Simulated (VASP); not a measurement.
# AlN (R-3m) in VASP: a series of runs, part 2 of 2

VASP 6.6.1. Earlier steps stand in the parts before.

### Step 5. Single point, PBEsol

This run uses another cell than the first one, of 9.15 Å³/atom, 1.169 times its volume.

INCAR

```
SYSTEM = AlN
ALGO = Normal
EDIFF = 1E-7
ENCUT = 520
GGA = PS
ISIF = 2
ISMEAR = 0
LASPH = .TRUE.
LCHARG = .TRUE.
LELF = .TRUE.
LREAL = .FALSE.
LVHAR = .TRUE.
LWAVE = .FALSE.
NBANDS = 11
NELM = 80
PREC = Accurate
SIGMA = 0.05
```

KPOINTS

```
k-points
0
G
  10 10 10
  0 0 0
```

POSCAR

```
AlN
1.0
    0.0564132376      2.1203121744      2.1203121744
    2.1203121744      0.0564132376      2.1203121744
    2.1203121744      2.1203121744      0.0564132376
Al N
1 1
Direct
    0.5000000000      0.5000000000      0.5000000000
    0.0000000000      0.0000000000      0.0000000000
```

Potentials or basis: VASP PAW PBE potentials, release 64 (Al, N).

Started as:

```bash
$ cat potpaw_PBE.64/Al/POTCAR potpaw_PBE.64/N/POTCAR > POTCAR
$ mpirun -np 1 vasp_std > vasp.out
```

OUTCAR:

```text
SYSTEM = AlN
   EDIFF = 1E-7
   ENCUT = 520
   GGA = PS
   ISIF = 2
   ISMEAR = 0
   LASPH = .TRUE.
   LREAL = .FALSE.
   NELM = 80
   PREC = Accurate

 ion  position               nearest neighbor table
   1  0.500  0.500  0.500-   2 2.09   2 2.09   2 2.09   2 2.09   2 2.09   2 2.09
   2  0.000  0.000  0.000-   1 2.09   1 2.09   1 2.09   1 2.09   1 2.09   1 2.09

  LATTYP: Found a trigonal (rhomboedric) cell.
 ALAT       =     2.9991048476
 COS(alpha) =     0.5264197777

  Lattice vectors:

 A1 = (   0.0564132376,   2.1203121744,   2.1203121744)
 A2 = (   2.1203121744,   0.0564132376,   2.1203121744)
 A3 = (   2.1203121744,   2.1203121744,   0.0564132376)

Analysis of symmetry for initial positions (statically):
=====================================================================
 Subroutine PRICEL returns:
 Original cell was already a primitive cell.

 Routine SETGRP: Setting up the symmetry group for a
 trigonal (rhombohedral) supercell.

 Subroutine GETGRP returns: Found 12 space group operations
 (whereof 12 operations were pure point group operations)
 out of a pool of 12 trial point group operations.

The static configuration has the point symmetry D_3d.

Analysis of symmetry for dynamics (positions and initial velocities):
=====================================================================
 Subroutine PRICEL returns:
 Original cell was already a primitive cell.

 Routine SETGRP: Setting up the symmetry group for a
 trigonal (rhombohedral) supercell.

 Subroutine GETGRP returns: Found 12 space group operations
 (whereof 12 operations were pure point group operations)
 out of a pool of 12 trial point group operations.

The dynamic configuration has the point symmetry D_3d.

 Subroutine INISYM returns: Found 12 space group operations
 (whereof 12 operations are pure point group operations),
 and found     1 'primitive' translations

----------------------------------------------------------------------------------------

                                     Primitive cell
[... 114 lines left out ...]
  Thomas-Fermi vector in A             =   2.376742
   LORBIT       =      0    0 simple, 1 ext, 2 COOP (PROOUT), +10 PAW based schemes
   GGA     = PS    functional components
   LHFCALC =     F    Hartree Fock is set to
   AEXX    =    0.0000 exact exchange contribution
   IVDW    =     0    specifies the selected vdW correction
   LEPSILON=     F    determine dielectric tensor
   LRPA    =     F    only Hartree local field effects (RPA)
 non-spin polarized calculation
 Gauss-broadening in eV      SIGMA  =   0.05
  energy-cutoff  :      520.00
  volume of cell :       18.30
 maximum number of plane-waves:       531
 NGX is ok and might be reduce to    24
   NGX = 11   NGY = 11   NGZ = 11

 number of electron       8.0000001 magnetization

 Free energy of the ion-electron system (eV)
  ---------------------------------------------------
  ext. energy  EPLUGINS =         0.00000000
  ---------------------------------------------------
  free energy    TOTEN  =       -15.28591968 eV

  energy without entropy =      -15.28591968  energy(sigma->0) =      -15.28591968

 E-fermi :   9.0438     XC(G=0): -11.9803

 val. band max:        8.8029886830   @ k =   0.0000   0.0000   0.0000
 cond. band min:      12.1447800774   @ k =   0.5000   0.5000   0.0000
 fundamental gap:      3.3417913944
 Fermi energy:         9.0438085735

 k-point     1 :       0.0000    0.0000    0.0000
  band No.  band energies     occupation
      1      -8.0356      2.00000
      2       8.2576      2.00000
      3       8.8030      2.00000
      4       8.8030      2.00000
      5      12.8203      0.00000
      6      19.6569      0.00000
      7      20.6978      0.00000
      8      20.6978      0.00000
      9      24.7968      0.00000
     10      25.5961      0.00000
     11      25.5961      0.00000
[... 309 lines left out ...]
 k-point    24 :       0.4000    0.3000   -0.0000
  band No.  band energies     occupation
      1      -5.3193      2.00000
      2       3.1607      2.00000
      3       6.2433      2.00000
      4       6.3266      2.00000
      5      13.6255      0.00000
      6      15.5373      0.00000
      7      19.5625      0.00000
      8      22.8211      0.00000
      9      23.6303      0.00000
     10      29.2050      0.00000
     11      31.8467      0.00000

 [... further k-points ...]
[... 5 lines left out ...]
  --------------------------------------------------------------------------------------
  -------------------------------------------------------------------------------------
  Total       -2.4681646     -2.4681646     -2.4681646     -0.8622022     -0.8622022     -0.8622022
  in kB     -216.0422536   -216.0422536   -216.0422536    -75.4698835    -75.4698835    -75.4698835
  external PRESSURE =    -216.0422536 kB  Pullay stress =       0.0000000 kB

 VOLUME and BASIS-vectors are now :
 -----------------------------------------------------------------------------
  energy-cutoff  :      520.00
  volume of cell :       18.30
      direct lattice vectors                 reciprocal lattice vectors
     0.056413238  2.120312174  2.120312174    -0.245440410  0.239079438  0.239079438
     2.120312174  0.056413238  2.120312174     0.239079438 -0.245440410  0.239079438
     2.120312174  2.120312174  0.056413238     0.239079438  0.239079438 -0.245440410

 POSITION                                       TOTAL-FORCE (eV/Angst)
 -----------------------------------------------------------------------------------
      2.14852      2.14852      2.14852        -0.000000      0.000000      0.000000
      0.00000      0.00000      0.00000         0.000000     -0.000000     -0.000000
 -----------------------------------------------------------------------------------
    total drift:                                0.000000     -0.000000     -0.000000

  FREE ENERGIE OF THE ION-ELECTRON SYSTEM (eV)
  ---------------------------------------------------
  free  energy   TOTEN  =       -15.2859196812 eV

  energy  without entropy=      -15.2859196812  energy(sigma->0) =      -15.28591968
```

stdout:

```text
POSCAR found type information on POSCAR AlN
 POSCAR found :  2 types and       2 ions
 scaLAPACK will be used
 -----------------------------------------------------------------------------
|                                                                             |
|                                                                             |
|     You enforced a specific xc type in the INCAR file but a different       |
|     I HOPE YOU KNOW WHAT YOU ARE DOING!                                     |
|                                                                             |
 -----------------------------------------------------------------------------

 LDA part: xc-table for (Slater+PW92), standard interpolation
 POSCAR, INCAR and KPOINTS ok, starting setup
 FFT: planning ... GRIDC
 FFT: planning ... GRID_SOFT
 FFT: planning ... GRID
 WAVECAR not read
 entering main loop
```

It took 21 s on 1 thread of Intel Xeon 8259CL, shared host; peak memory 0.15 GiB.

Results:

```
Free energy            : -15.2859 eV
Pressure               : -21.6 GPa
Band gap on the k mesh : 3.34 eV, indirect (least direct gap 4.02 eV)
```

Caveat: the PAW data sets were made with another functional, which shifts forces and pressure a little. As with any semilocal functional, this PBEsol gap is likely too small.

### Step 6. Overview

```tsv
cell	gap on the mesh (eV)	pressure (GPa)
a = 2.847 Å, angles 58.2°, 2 atoms	4.40	16.3
a = 2.772 Å, angles 61.8°, 2 atoms	4.24	16.3
a = 2.920 Å, angles 61.8°, 2 atoms	3.20	-21.6
a = 2.999 Å, angles 58.2°, 2 atoms	3.34	-21.6
```

Alike in all rows: task single point; level PBEsol; potentials or basis VASP PAW PBE potentials, release 64 (Al, N); no spin polarisation; k mesh 10 × 10 × 10; cutoff (eV) 520; smearing gaussian 0.05 eV.

Caveats: the PAW data sets were made with another functional, which shifts forces and pressure a little.

Total energies depend on the potentials used, so only differences within one code and one set of settings carry meaning.
